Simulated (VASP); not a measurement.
# Zr2GeCl4 (P6mm) in VASP: single point with PBE

Aim: the single point of Zr2GeCl4 with PBE.

Program: VASP 6.6.1. These are calculated values, not measurements. Logs are shortened: lines on timing, memory, paths and dates and some standing lists are left out, and cuts for length are marked.

**1. The cell of the first run**

The structure is hexagonal, space group P6mm (No. 183). The conventional cell has a = 4.813 Å, b = 4.813 Å, c = 10.064 Å, α = 90.00°, β = 90.00°, γ = 120.00°. Zr (site symmetry 6mm) has 1 Ge at 2.46 Å and 6 Cl at 2.80 Å within 3.3 Å. Within 3.3 Å of Zr (site symmetry 6mm) lie 1 Ge at 2.47 Å and 6 Cl at 2.81 Å. Ge (site symmetry 6mm) has 2 Zr at 2.46 to 2.47 Å within 3.3 Å. Within 3.7 Å of Cl (site symmetry 3m) lie 3 Cl at 2.78 Å and 3 Zr at 2.80 Å. Within 3.7 Å of Cl (site symmetry 3m) lie 3 Cl at 2.78 Å and 3 Zr at 2.81 Å.

**2. Single point, PBE**

INCAR reads:

```
ALGO     = Normal         # electronic algorithm
EDIFF    = 1E-7           # SCF threshold, eV
ENCUT    = 520            # plane-wave cutoff, eV
GGA      = PE             # functional
ISIF     = 2              # what is computed and relaxed
ISMEAR   = 0              # smearing method
LASPH    = True           # aspherical terms in the spheres
LCHARG   = False          # write CHGCAR
LREAL    = False          # projectors in reciprocal space
LWAVE    = False          # write WAVECAR
NBANDS   = 42             # bands
NELM     = 80             # most SCF steps
PREC     = Accurate       # precision mode
SIGMA    = 0.15           # smearing width, eV
```

KPOINTS reads:

```
k-points
0
Gamma
  3 3 2
```

POSCAR reads:

```
Zr2GeCl4
1.0
    4.8131043322     -0.0000000029      0.0000000000
   -2.4065521636      4.1682706242      0.0000000000
    0.0000000000      0.0000000000     10.0644031280
Zr Ge Cl
2 1 4
Direct
    0.0000000000      0.0000000000      0.2640250526
    0.0000000000      0.0000000000      0.7741300891
    0.0000000000      0.0000000000      1.0191645705
    0.3333333333      0.6666666667      0.3002269758
    0.6666666667      0.3333333333      0.3002269758
    0.3333333333      0.6666666667      0.7360329681
    0.6666666667      0.3333333333      0.7360329681
```

Potentials or basis: VASP PAW PBE potentials, release 64 (Zr_sv, Ge_d, Cl).

Command:

```
> cat potpaw_PBE.64/Zr_sv/POTCAR potpaw_PBE.64/Ge_d/POTCAR potpaw_PBE.64/Cl/POTCAR > POTCAR
> mpirun -np 1 vasp_std > vasp.out
```

OUTCAR:

```text
EDIFF = 1E-7
   ENCUT = 520
   GGA = PE
   ISIF = 2
   ISMEAR = 0
   LASPH = True
   LREAL = False
   NELM = 80
   PREC = Accurate

 ion  position               nearest neighbor table
   1  0.000  0.000  0.264-   3 2.46   4 2.80   5 2.80   5 2.80   4 2.80   5 2.80   4 2.80
   2  0.000  0.000  0.774-   3 2.47   6 2.81   7 2.81   7 2.81   6 2.81   7 2.81   6 2.81
   3  0.000  0.000  0.019-   1 2.46   2 2.47
   4  0.333  0.667  0.300-   1 2.80   1 2.80   1 2.80
   5  0.667  0.333  0.300-   1 2.80   1 2.80   1 2.80
   6  0.333  0.667  0.736-   2 2.81   2 2.81   2 2.81
   7  0.667  0.333  0.736-   2 2.81   2 2.81   2 2.81

  LATTYP: Found a hexagonal cell.
 ALAT       =     4.8131043322
 C/A-ratio  =     2.0910419624

  Lattice vectors:

 A1 = (   4.8131043322,  -0.0000000029,   0.0000000000)
 A2 = (  -2.4065521636,   4.1682706242,   0.0000000000)
 A3 = (   0.0000000000,   0.0000000000,  10.0644031280)

Analysis of symmetry for initial positions (statically):
=====================================================================
 Subroutine PRICEL returns:
 Original cell was already a primitive cell.

 Routine SETGRP: Setting up the symmetry group for a
 hexagonal supercell.

 Subroutine GETGRP returns: Found 12 space group operations
 (whereof 12 operations were pure point group operations)
 out of a pool of 24 trial point group operations.

The static configuration has the point symmetry C_6v.

Analysis of symmetry for dynamics (positions and initial velocities):
=====================================================================
 Subroutine PRICEL returns:
 Original cell was already a primitive cell.

 Routine SETGRP: Setting up the symmetry group for a
 hexagonal supercell.

 Subroutine GETGRP returns: Found 12 space group operations
 (whereof 12 operations were pure point group operations)
 out of a pool of 24 trial point group operations.

The dynamic configuration has the point symmetry C_6v.

 Subroutine INISYM returns: Found 12 space group operations
 (whereof 12 operations are pure point group operations),
 and found     1 'primitive' translations

----------------------------------------------------------------------------------------

                                     Primitive cell

  volume of cell :     201.9153

  direct lattice vectors                    reciprocal lattice vectors
     4.813104332 -0.000000003  0.000000000     0.207766118  0.119953824  0.000000000
    -2.406552164  4.168270624  0.000000000     0.000000000  0.239907648  0.000000000
     0.000000000  0.000000000 10.064403128     0.000000000  0.000000000  0.099360090

  length of vectors
     4.813104332  4.813104332 10.064403128     0.239907648  0.239907648  0.099360090

  position of ions in fractional coordinates (direct lattice)
     0.000000000  0.000000000  0.264025053
     0.000000000  0.000000000  0.774130089
     0.000000000  0.000000000  0.019164571
     0.333333333  0.666666667  0.300226976
     0.666666667  0.333333333  0.300226976
     0.333333333  0.666666667  0.736032968
     0.666666667  0.333333333  0.736032968

  ion indices of the primitive-cell ions
   primitive index   ion index
                 1           1
                 2           2
                 3           3
                 4           4
                 5           5
                 6           6
                 7           7

----------------------------------------------------------------------------------------

 KPOINTS: k-points

Automatic generation of k-mesh.
 Grid dimensions read from file:
 generate k-points for:    3    3    2

 Generating k-lattice:

  Cartesian coordinates                     Fractional coordinates (reciprocal lattice)
     0.069255373  0.039984608  0.000000000     0.333333333 -0.000000000  0.000000000
     0.000000000  0.079969216  0.000000000    -0.000000000  0.333333333  0.000000000
     0.000000000  0.000000000  0.049680045     0.000000000  0.000000000  0.500000000

  Length of vectors
     0.079969216  0.079969216  0.049680045

  Shift w.r.t. Gamma in fractional coordinates (k-lattice)
     0.000000000  0.000000000  0.000000000

 Subroutine IBZKPT returns following result:
 ===========================================

 Found      6 irreducible k-points:

 Following reciprocal coordinates:
            Coordinates               Weight
  0.000000  0.000000  0.000000      1.000000
  0.333333  0.000000  0.000000      6.000000
  0.333333  0.333333  0.000000      2.000000
  0.000000  0.000000  0.500000      1.000000
  0.333333  0.000000  0.500000      6.000000
  0.333333  0.333333  0.500000      2.000000
   k-points           NKPTS =      6   k-points in BZ     NKDIM =      6   number of bands    NBANDS=     42
   number of dos      NEDOS =    301   number of ions     NIONS =      7
   total plane-waves  NPLWV = 103680
   dimension x,y,z NGX =    36 NGY =   36 NGZ =   80
   dimension x,y,z NGXF=    72 NGYF=   72 NGZF=  160
   ions per type =               2   1   4
   NGX,Y,Z   is equivalent  to a cutoff of  12.43, 12.43, 13.21 a.u.
   NGXF,Y,Z  is equivalent  to a cutoff of  24.87, 24.87, 26.43 a.u.
 SYSTEM =  unknown system
   PREC   = accura    normal or accurate (medium, high low for compatibility)
   ISTART =      0    job   : 0-new  1-cont  2-samecut
   ICHARG =      2    charge: 1-file 2-atom 10-const
   ISPIN  =      1    spin polarized calculation?
   LNONCOLLINEAR =      F non collinear calculations
   LSORBIT =      F    spin-orbit coupling
   LASPH  =      T    aspherical Exc in radial PAW
   ENCUT  =  520.0 eV  38.22 Ry    6.18 a.u.   8.95  8.95 18.71*2*pi/ulx,y,z
   NELM   =     80;   NELMIN=  2; NELMDL= -5     # of ELM steps
   EDIFF  = 0.1E-06   stopping-criterion for ELM
   LREAL  =      F    real-space projection
   EDIFFG = 0.1E-05   stopping-criterion for IOM
   NSW    =      0    number of steps for IOM
   IBRION =     -1    ionic relax: 0-MD 1-quasi-New 2-CG
   NFREE  =      0    steps in history (QN), initial steepest desc. (CG)
   ISIF   =      2    stress and relaxation
   ISYM   =      2    0-nonsym 1-usesym 2-fastsym
   POTIM  = 0.5000    time-step for ionic-motion
   TEBEG  =    0.0;   TEEND  =   0.0 temperature during run
   PSTRESS=    0.0 pullay stress
   NELECT =      66.0000    total number of electrons
   NUPDOWN=      -1.0000    fix difference up-down
   EMIN   =  10.00;   EMAX   =-10.00  energy-range for DOS
   EFERMI =   0.00;   METHOD = LEGACY
   ISMEAR =     0;   SIGMA  =   0.15  broadening in eV -4-tet -1-fermi 0-gaus
   EFERMI_NEDOS =   21; number of points for ismear=-14 and -15
   IALGO  =     38    algorithm
   IMIX   =      4    mixing-type and parameters
     AMIX     =   0.40;   BMIX     =  1.00
     AMIX_MAG =   1.60;   BMIX_MAG =  1.00
  volume/ion in A,a.u.               =      28.85       194.66
  Fermi-wavevector in a.u.,A,eV,Ry     =   1.127716  2.131074 17.303119  1.271743
  Thomas-Fermi vector in A             =   2.264403
   LORBIT       =      0    0 simple, 1 ext, 2 COOP (PROOUT), +10 PAW based schemes
   GGA     = PE    functional components
   LHFCALC =     F    Hartree Fock is set to
   AEXX    =    0.0000 exact exchange contribution
   IVDW    =     0    specifies the selected vdW correction
   LEPSILON=     F    determine dielectric tensor
   LRPA    =     F    only Hartree local field effects (RPA)
 non-spin polarized calculation
 Gauss-broadening in eV      SIGMA  =   0.15
  energy-cutoff  :      520.00
  volume of cell :      201.92
 maximum number of plane-waves:      5472
 NGX is ok and might be reduce to    36
   NGX = 17   NGY = 17   NGZ = 37

 number of electron      66.0000000 magnetization

 Free energy of the ion-electron system (eV)
  ---------------------------------------------------
  ext. energy  EPLUGINS =         0.00000000
  ---------------------------------------------------
  free energy    TOTEN  =       -34.04667875 eV

  energy without entropy =      -34.04660569  energy(sigma->0) =      -34.04664222

 E-fermi :   3.7835     XC(G=0):  -8.3159

 val. band max:        3.4173686071   @ k =   0.0000   0.0000   0.5000
 cond. band min:       4.1712131732   @ k =   0.3333   0.0000   0.5000
 fundamental gap:      0.7538445660
 Fermi energy:         3.7834815350

 k-point     1 :       0.0000    0.0000    0.0000
  band No.  band energies     occupation
      1     -46.4403      2.00000
      2     -46.4309      2.00000
      3     -24.5328      2.00000
      4     -24.5328      2.00000
      5     -24.5242      2.00000
      6     -24.5242      2.00000
[... 34 lines left out ...]
     41       6.4267      0.00000
     42       6.5989      0.00000

 k-point     2 :       0.3333    0.0000    0.0000
  band No.  band energies     occupation
      1     -46.4399      2.00000
      2     -46.4305      2.00000
      3     -24.5538      2.00000
      4     -24.5455      2.00000
      5     -24.5361      2.00000
      6     -24.5276      2.00000
[... 34 lines left out ...]
     41       6.3068      0.00000
     42       7.0329      0.00000

 k-point     3 :       0.3333    0.3333    0.0000
  band No.  band energies     occupation
      1     -46.4398      2.00000
      2     -46.4304      2.00000
      3     -24.5510      2.00000
      4     -24.5510      2.00000
      5     -24.5426      2.00000
      6     -24.5426      2.00000
[... 34 lines left out ...]
     41       6.3018      0.00000
     42       6.5195      0.00000

 k-point     4 :       0.0000    0.0000    0.5000
  band No.  band energies     occupation
      1     -46.4403      2.00000
      2     -46.4309      2.00000
      3     -24.5328      2.00000
      4     -24.5328      2.00000
      5     -24.5242      2.00000
      6     -24.5242      2.00000
[... 34 lines left out ...]
     41       6.4110      0.00000
     42       6.8018      0.00000

 k-point     5 :       0.3333    0.0000    0.5000
  band No.  band energies     occupation
      1     -46.4399      2.00000
      2     -46.4305      2.00000
      3     -24.5538      2.00000
      4     -24.5455      2.00000
      5     -24.5361      2.00000
      6     -24.5275      2.00000
[... 34 lines left out ...]
     41       6.2712      0.00000
     42       6.5805      0.00000

 k-point     6 :       0.3333    0.3333    0.5000
  band No.  band energies     occupation
      1     -46.4398      2.00000
      2     -46.4304      2.00000
      3     -24.5510      2.00000
      4     -24.5510      2.00000
      5     -24.5426      2.00000
      6     -24.5426      2.00000
[... 34 lines left out ...]
     41       5.4800      0.00000
     42       6.6405      0.00000

------------------------ aborting loop because EDIFF is reached ----------------------------------------

  FORCE on cell =-STRESS in cart. coord.  units (eV):
  Direction    XX          YY          ZZ          XY          YZ          ZX
  --------------------------------------------------------------------------------------
  -------------------------------------------------------------------------------------
  Total       -0.1331088     -0.1331088      0.5521788      0.0000000     -0.0000000     -0.0000000
  in kB       -1.0562052     -1.0562052      4.3814828      0.0000000     -0.0000000     -0.0000000
  external PRESSURE =       0.7563575 kB  Pullay stress =       0.0000000 kB

 VOLUME and BASIS-vectors are now :
 -----------------------------------------------------------------------------
  energy-cutoff  :      520.00
  volume of cell :      201.92
      direct lattice vectors                 reciprocal lattice vectors
     4.813104332 -0.000000003  0.000000000     0.207766118  0.119953824  0.000000000
    -2.406552164  4.168270624  0.000000000     0.000000000  0.239907648  0.000000000
     0.000000000  0.000000000 10.064403128     0.000000000  0.000000000  0.099360090

 POSITION                                       TOTAL-FORCE (eV/Angst)
 -----------------------------------------------------------------------------------
      0.00000      0.00000      2.65725         0.000000     -0.000000      0.016043
      0.00000      0.00000      7.79116        -0.000000      0.000000     -0.025954
      0.00000      0.00000      0.19288        -0.000000     -0.000000     -0.030704
      0.00000      2.77885      3.02161         0.000000     -0.000000      0.015482
      2.40655      1.38942      3.02161        -0.000000      0.000000      0.015482
      0.00000      2.77885      7.40773        -0.000000      0.000000      0.004825
      2.40655      1.38942      7.40773        -0.000000     -0.000000      0.004825
 -----------------------------------------------------------------------------------
    total drift:                               -0.000000     -0.000000      0.000286

  FREE ENERGIE OF THE ION-ELECTRON SYSTEM (eV)
  ---------------------------------------------------
  free  energy   TOTEN  =       -34.0466787544 eV

  energy  without entropy=      -34.0466056877  energy(sigma->0) =      -34.04664222
```

Wall time 68 s (1 thread of Intel Xeon 6975P-C, shared host); peak memory 0.32 GiB.

Results:

- Free energy: -34.0467 eV
- Pressure: 0.1 GPa
- Largest force: 0.031 eV/Å
- Band gap on the k mesh: 0.75 eV, indirect (least direct gap 0.89 eV)

Forces in eV/Å, atoms in the order of the input:
```
Zr   0.000  0.000  0.016
Zr   0.000  0.000 -0.026
Ge   0.000  0.000 -0.031
Cl   0.000  0.000  0.015
Cl   0.000  0.000  0.015
Cl   0.000  0.000  0.005
Cl   0.000  0.000  0.005
```

Levels at points of the mesh, in eV from the valence-band top:
```csv
k point,band 31,band 32,band 33,band 34,band 35,band 36
"(0.00, 0.00, 0.00)",-1.25,-0.02,-0.02,1.04,1.04,1.63
"(0.00, 0.00, 0.50)",-1.44,0.00,0.00,0.99,0.99,2.35
```

Caveat: the k points lie up to 0.50 Å⁻¹ apart.
